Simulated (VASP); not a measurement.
# MgO (P6_3mc) in VASP: a series of runs

MgO is run at these levels: r2SCAN; tasks: single point.

All numbers are computed with VASP 6.6.1; they aren't measurements. Logs are shortened: lines on timing, memory, paths and dates and some standing lists are left out, and cuts for length are marked.

### Step 1. The cell of the first run

It takes space group P6_3mc (No. 186, hexagonal). The conventional cell has a = 3.255 Å, b = 3.255 Å, c = 4.984 Å, α = 90.00°, β = 90.00°, γ = 120.00°. Mg (site symmetry 3m) has 4 O at 1.95 to 1.97 Å within 2.6 Å. Within 2.6 Å of O (site symmetry 3m) lie 4 Mg at 1.95 to 1.97 Å.

### Step 2. Single point, r2SCAN (strain -1.0%)

File POSCAR:

```
MgO
1.0
    3.2553350558      0.0000000000      0.0000000000
   -1.6276675279      2.8192028561      0.0000000000
    0.0000000000      0.0000000000      4.9840226120
Mg O
2 2
Direct
    0.3333333333      0.6666666667     -0.0101892103
    0.6666666667      0.3333333333      0.4898107897
    0.3333333333      0.6666666667      0.3851892103
    0.6666666667      0.3333333333      0.8851892103
```

File INCAR.step1:

```
ALGO     = Normal         # electronic algorithm
EDIFF    = 1E-4           # SCF threshold, eV
ENCUT    = 520            # plane-wave cutoff, eV
GGA      = PE             # functional
ISMEAR   = 0              # smearing method
LASPH    = T              # aspherical terms in the spheres
LCHARG   = F              # write CHGCAR
LREAL    = F              # projectors in reciprocal space
LWAVE    = T              # write WAVECAR
NBANDS   = 16             # bands
NELM     = 100            # most SCF steps
PREC     = Accurate       # precision mode
SIGMA    = 0.01           # smearing width, eV
```

File INCAR.step2:

```
ALGO     = Normal         # electronic algorithm
EDIFF    = 1E-7           # SCF threshold, eV
ENCUT    = 520            # plane-wave cutoff, eV
ISIF     = 2              # what is computed and relaxed
ISMEAR   = 0              # smearing method
ISTART   = 1            
LASPH    = T              # aspherical terms in the spheres
LCHARG   = F              # write CHGCAR
LMIXTAU  = T            
LREAL    = F              # projectors in reciprocal space
LWAVE    = F              # write WAVECAR
METAGGA  = R2SCAN         # meta-GGA
NBANDS   = 16             # bands
NELM     = 100            # most SCF steps
PREC     = Accurate       # precision mode
SIGMA    = 0.01           # smearing width, eV
```

File KPOINTS:

```
k-points
0
Gamma
  12 12 6
```

Potentials or basis: VASP PAW PBE potentials, release 64 (Mg, O).

Started as:

```
$ cat potpaw_PBE.64/Mg/POTCAR potpaw_PBE.64/O/POTCAR > POTCAR
$ cp INCAR.step1 INCAR
$ mpirun -np 1 vasp_std > vasp.out
$ cp INCAR.step2 INCAR
$ mpirun -np 1 vasp_std > vasp.out
```

OUTCAR:

```text
EDIFF = 1E-7
   ENCUT = 520
   ISIF = 2
   ISMEAR = 0
   ISTART = 1
   LASPH = T
   LREAL = F
   METAGGA = R2SCAN
   NELM = 100
   PREC = Accurate

 ion  position               nearest neighbor table
   1  0.333  0.667  0.990-   4 1.95   4 1.95   4 1.95   3 1.97   2 3.12   2 3.12   2 3.12   2 3.12
                             2 3.12   2 3.12
   2  0.667  0.333  0.490-   3 1.95   3 1.95   3 1.95   4 1.97   1 3.12   1 3.12   1 3.12   1 3.12
                             1 3.12   1 3.12
   3  0.333  0.667  0.385-   2 1.95   2 1.95   2 1.95   1 1.97
   4  0.667  0.333  0.885-   1 1.95   1 1.95   1 1.95   2 1.97

  LATTYP: Found a hexagonal cell.
 ALAT       =     3.2553350558
 C/A-ratio  =     1.5310321446

  Lattice vectors:

 A1 = (   3.2553350558,   0.0000000000,   0.0000000000)
 A2 = (  -1.6276675279,   2.8192028561,   0.0000000000)
 A3 = (   0.0000000000,   0.0000000000,   4.9840226120)

Analysis of symmetry for initial positions (statically):
=====================================================================
 Subroutine PRICEL returns:
 Original cell was already a primitive cell.

 Routine SETGRP: Setting up the symmetry group for a
 hexagonal supercell.

 Subroutine GETGRP returns: Found 12 space group operations
 (whereof  6 operations were pure point group operations)
 out of a pool of 24 trial point group operations.

The static configuration has the point symmetry C_3v.
 The point group associated with its full space group is C_6v.

Analysis of symmetry for dynamics (positions and initial velocities):
=====================================================================
 Subroutine PRICEL returns:
 Original cell was already a primitive cell.

 Routine SETGRP: Setting up the symmetry group for a
 hexagonal supercell.

 Subroutine GETGRP returns: Found 12 space group operations
 (whereof  6 operations were pure point group operations)
 out of a pool of 24 trial point group operations.

The dynamic configuration has the point symmetry C_3v.
 The point group associated with its full space group is C_6v.

 Subroutine INISYM returns: Found 12 space group operations
 (whereof  6 operations are pure point group operations),
 and found     1 'primitive' translations

----------------------------------------------------------------------------------------

                                     Primitive cell

  volume of cell :      45.7406

  direct lattice vectors                    reciprocal lattice vectors
     3.255335056  0.000000000  0.000000000     0.307188041  0.177355098  0.000000000
    -1.627667528  2.819202856  0.000000000     0.000000000  0.354710197  0.000000000
     0.000000000  0.000000000  4.984022612     0.000000000  0.000000000  0.200641144

  length of vectors
     3.255335056  3.255335056  4.984022612     0.354710197  0.354710197  0.200641144

  position of ions in fractional coordinates (direct lattice)
     0.333333333  0.666666667  0.989810790
     0.666666667  0.333333333  0.489810790
     0.333333333  0.666666667  0.385189210
     0.666666667  0.333333333  0.885189210

  ion indices of the primitive-cell ions
   primitive index   ion index
                 1           1
                 2           2
                 3           3
                 4           4

----------------------------------------------------------------------------------------

 KPOINTS: k-points

Automatic generation of k-mesh.
 Grid dimensions read from file:
 generate k-points for:   12   12    6

 Generating k-lattice:

  Cartesian coordinates                     Fractional coordinates (reciprocal lattice)
     0.025599003  0.014779592  0.000000000     0.083333333 -0.000000000  0.000000000
     0.000000000  0.029559183  0.000000000     0.000000000  0.083333333  0.000000000
     0.000000000  0.000000000  0.033440191     0.000000000  0.000000000  0.166666667

  Length of vectors
     0.029559183  0.029559183  0.033440191

  Shift w.r.t. Gamma in fractional coordinates (k-lattice)
     0.000000000  0.000000000  0.000000000

 Subroutine IBZKPT returns following result:
 ===========================================

 Found     76 irreducible k-points:

 Following reciprocal coordinates:
            Coordinates               Weight
  0.000000  0.000000  0.000000      1.000000
  0.083333 -0.000000  0.000000      6.000000
  0.166667  0.000000  0.000000      6.000000
  0.250000 -0.000000  0.000000      6.000000
  0.333333 -0.000000  0.000000      6.000000
  0.416667  0.000000  0.000000      6.000000
[... 16 lines left out ...]
  0.250000 -0.000000  0.166667     12.000000
  0.333333 -0.000000  0.166667     12.000000
 [... further k-points ...]
   k-points           NKPTS =     76   k-points in BZ     NKDIM =     76   number of bands    NBANDS=     16
   number of dos      NEDOS =    301   number of ions     NIONS =      4
   total plane-waves  NPLWV =  23040
   dimension x,y,z NGX =    24 NGY =   24 NGZ =   40
   dimension x,y,z NGXF=    48 NGYF=   48 NGZF=   80
   ions per type =               2   2
   NGX,Y,Z   is equivalent  to a cutoff of  12.26, 12.26, 13.34 a.u.
   NGXF,Y,Z  is equivalent  to a cutoff of  24.51, 24.51, 26.68 a.u.
 SYSTEM =  unknown system
   PREC   = accura    normal or accurate (medium, high low for compatibility)
   ISTART =      1    job   : 0-new  1-cont  2-samecut
   ICHARG =      0    charge: 1-file 2-atom 10-const
   ISPIN  =      1    spin polarized calculation?
   LNONCOLLINEAR =      F non collinear calculations
   LSORBIT =      F    spin-orbit coupling
   LASPH  =      T    aspherical Exc in radial PAW
   ENCUT  =  520.0 eV  38.22 Ry    6.18 a.u.   6.05  6.05  9.27*2*pi/ulx,y,z
   NELM   =    100;   NELMIN=  2; NELMDL=  0     # of ELM steps
   EDIFF  = 0.1E-06   stopping-criterion for ELM
   LREAL  =      F    real-space projection
   EDIFFG = 0.1E-05   stopping-criterion for IOM
   NSW    =      0    number of steps for IOM
   IBRION =     -1    ionic relax: 0-MD 1-quasi-New 2-CG
   NFREE  =      0    steps in history (QN), initial steepest desc. (CG)
   ISIF   =      2    stress and relaxation
   ISYM   =      2    0-nonsym 1-usesym 2-fastsym
   POTIM  = 0.5000    time-step for ionic-motion
   TEBEG  =    0.0;   TEEND  =   0.0 temperature during run
   PSTRESS=    0.0 pullay stress
   NELECT =      16.0000    total number of electrons
   NUPDOWN=      -1.0000    fix difference up-down
   EMIN   =  10.00;   EMAX   =-10.00  energy-range for DOS
   EFERMI =   0.00;   METHOD = LEGACY
   ISMEAR =     0;   SIGMA  =   0.01  broadening in eV -4-tet -1-fermi 0-gaus
   EFERMI_NEDOS =   21; number of points for ismear=-14 and -15
   IALGO  =     38    algorithm
   IMIX   =      4    mixing-type and parameters
     AMIX     =   0.40;   BMIX     =  1.00
     AMIX_MAG =   1.60;   BMIX_MAG =  1.00
  volume/ion in A,a.u.               =      11.44        77.17
  Fermi-wavevector in a.u.,A,eV,Ry     =   1.153491  2.179782 18.103111  1.330541
  Thomas-Fermi vector in A             =   2.290134
   LORBIT       =      0    0 simple, 1 ext, 2 COOP (PROOUT), +10 PAW based schemes
   METAGGA = R2SCAN    functional components
   LHFCALC =     F    Hartree Fock is set to
   AEXX    =    0.0000 exact exchange contribution
   IVDW    =     0    specifies the selected vdW correction
   LEPSILON=     F    determine dielectric tensor
   LRPA    =     F    only Hartree local field effects (RPA)
 non-spin polarized calculation
 Gauss-broadening in eV      SIGMA  =   0.01
  energy-cutoff  :      520.00
  volume of cell :       45.74
 maximum number of plane-waves:      1260
   NGX = 13   NGY = 13   NGZ = 19

 number of electron      16.0000010 magnetization

 Free energy of the ion-electron system (eV)
  ---------------------------------------------------
  ext. energy  EPLUGINS =         0.00000000
  ---------------------------------------------------
  free energy    TOTEN  =       -31.84141103 eV

  energy without entropy =      -31.84141103  energy(sigma->0) =      -31.84141103

 E-fermi :   0.9393     XC(G=0): -10.3443

 val. band max:        0.8426966329   @ k =   0.0000   0.0000   0.0000
 cond. band min:       5.2228000075   @ k =   0.0000   0.0000   0.0000
 fundamental gap:      4.3801033746
 Fermi energy:         0.9392995360

 k-point     1 :       0.0000    0.0000    0.0000
  band No.  band energies     occupation
      1     -16.4144      2.00000
      2     -15.6033      2.00000
      3      -2.5002      2.00000
      4       0.1295      2.00000
      5       0.1295      2.00000
      6       0.4474      2.00000
[... 8 lines left out ...]
     15      18.9146      0.00000
     16      18.9146      0.00000

 k-point     2 :       0.0833   -0.0000    0.0000
  band No.  band energies     occupation
      1     -16.3779      2.00000
      2     -15.5903      2.00000
      3      -2.4299      2.00000
      4      -0.0430      2.00000
      5       0.0794      2.00000
      6       0.2259      2.00000
[... 8 lines left out ...]
     15      18.8581      0.00000
     16      19.0373      0.00000

 k-point     3 :       0.1667    0.0000    0.0000
  band No.  band energies     occupation
      1     -16.2749      2.00000
      2     -15.5560      2.00000
      3      -2.2260      2.00000
      4      -0.5587      2.00000
      5      -0.1962      2.00000
      6      -0.0393      2.00000
[... 8 lines left out ...]
     15      17.9543      0.00000
     16      18.1440      0.00000

 k-point     4 :       0.2500   -0.0000    0.0000
  band No.  band energies     occupation
      1     -16.1240      2.00000
      2     -15.5151      2.00000
      3      -1.9133      2.00000
      4      -1.2054      2.00000
      5      -0.6307      2.00000
      6      -0.1786      2.00000
[... 8 lines left out ...]
     15      17.2798      0.00000
     16      17.7510      0.00000

 k-point     5 :       0.3333   -0.0000    0.0000
  band No.  band energies     occupation
      1     -15.9555      2.00000
      2     -15.4873      2.00000
      3      -1.7953      2.00000
      4      -1.5067      2.00000
      5      -1.0074      2.00000
      6      -0.3031      2.00000
[... 8 lines left out ...]
     15      16.8565      0.00000
     16      18.0478      0.00000

 k-point     6 :       0.4167    0.0000    0.0000
  band No.  band energies     occupation
      1     -15.8094      2.00000
      2     -15.4860      2.00000
      3      -2.1591      2.00000
      4      -1.3095      2.00000
      5      -1.0932      2.00000
      6      -0.3879      2.00000
[... 8 lines left out ...]
     15      16.6531      0.00000
     16      18.3482      0.00000
[... 267 lines left out ...]
 k-point    21 :       0.0833   -0.0000    0.1667
  band No.  band energies     occupation
      1     -16.3284      2.00000
      2     -15.6468      2.00000
      3      -2.2831      2.00000
      4      -0.0309      2.00000
      5       0.1015      2.00000
      6       0.1032      2.00000
[... 8 lines left out ...]
     15      18.3117      0.00000
     16      18.3639      0.00000

 k-point    22 :       0.1667    0.0000    0.1667
  band No.  band energies     occupation
      1     -16.2290      2.00000
      2     -15.6067      2.00000
      3      -2.1234      2.00000
      4      -0.5854      2.00000
      5      -0.2536      2.00000
      6      -0.0085      2.00000
[... 8 lines left out ...]
     15      17.9956      0.00000
     16      17.9967      0.00000

 k-point    23 :       0.2500   -0.0000    0.1667
  band No.  band energies     occupation
      1     -16.0843      2.00000
      2     -15.5570      2.00000
      3      -1.9268      2.00000
      4      -1.1780      2.00000
      5      -0.6305      2.00000
      6      -0.1411      2.00000
[... 8 lines left out ...]
     15      17.2898      0.00000
     16      17.7470      0.00000

 k-point    24 :       0.3333   -0.0000    0.1667
  band No.  band energies     occupation
      1     -15.9238      2.00000
      2     -15.5182      2.00000
      3      -1.9702      2.00000
      4      -1.4794      2.00000
      5      -0.8710      2.00000
      6      -0.2605      2.00000
[... 8 lines left out ...]
     15      16.8075      0.00000
     16      17.9880      0.00000

 [... further k-points ...]
[... 5 lines left out ...]
  --------------------------------------------------------------------------------------
  -------------------------------------------------------------------------------------
  Total        1.0984936      1.0984936      0.8380673     -0.0000000      0.0000000     -0.0000000
  in kB       38.4774324     38.4774324     29.3553616     -0.0000000      0.0000000     -0.0000000
  external PRESSURE =      35.4367421 kB  Pullay stress =       0.0000000 kB

 VOLUME and BASIS-vectors are now :
 -----------------------------------------------------------------------------
  energy-cutoff  :      520.00
  volume of cell :       45.74
      direct lattice vectors                 reciprocal lattice vectors
     3.255335056  0.000000000  0.000000000     0.307188041  0.177355098  0.000000000
    -1.627667528  2.819202856  0.000000000     0.000000000  0.354710197  0.000000000
     0.000000000  0.000000000  4.984022612     0.000000000  0.000000000  0.200641144

 POSITION                                       TOTAL-FORCE (eV/Angst)
 -----------------------------------------------------------------------------------
     -0.00000      1.87947      4.93324         0.000000     -0.000000      0.002595
      1.62767      0.93973      2.44123        -0.000000      0.000000      0.002595
     -0.00000      1.87947      1.91979         0.000000     -0.000000     -0.002595
      1.62767      0.93973      4.41180        -0.000000      0.000000     -0.002595
 -----------------------------------------------------------------------------------
    total drift:                                0.000000      0.000001     -0.008562

  FREE ENERGIE OF THE ION-ELECTRON SYSTEM (eV)
  ---------------------------------------------------
  free  energy   TOTEN  =       -31.8414110314 eV

  energy  without entropy=      -31.8414110314  energy(sigma->0) =      -31.84141103
```

Wall time 67 s (1 thread of Intel Xeon 6975P-C (Granite Rapids), shared host); peak memory 0.19 GiB.

Results:

```
Free energy            : -31.8414 eV
Pressure               : 3.5 GPa
Band gap on the k mesh : 4.38 eV, direct
```

Forces on the atoms (eV/Å):
```
Mg   0.000  0.000  0.003
Mg   0.000  0.000  0.003
O    0.000  0.000 -0.003
O    0.000  0.000 -0.003
```

Caveat: the cell differs from its parent crystal (strain -1.0%); the PAW data sets were made with another functional, which shifts forces and pressure a little.

[end of part 1 of 2]
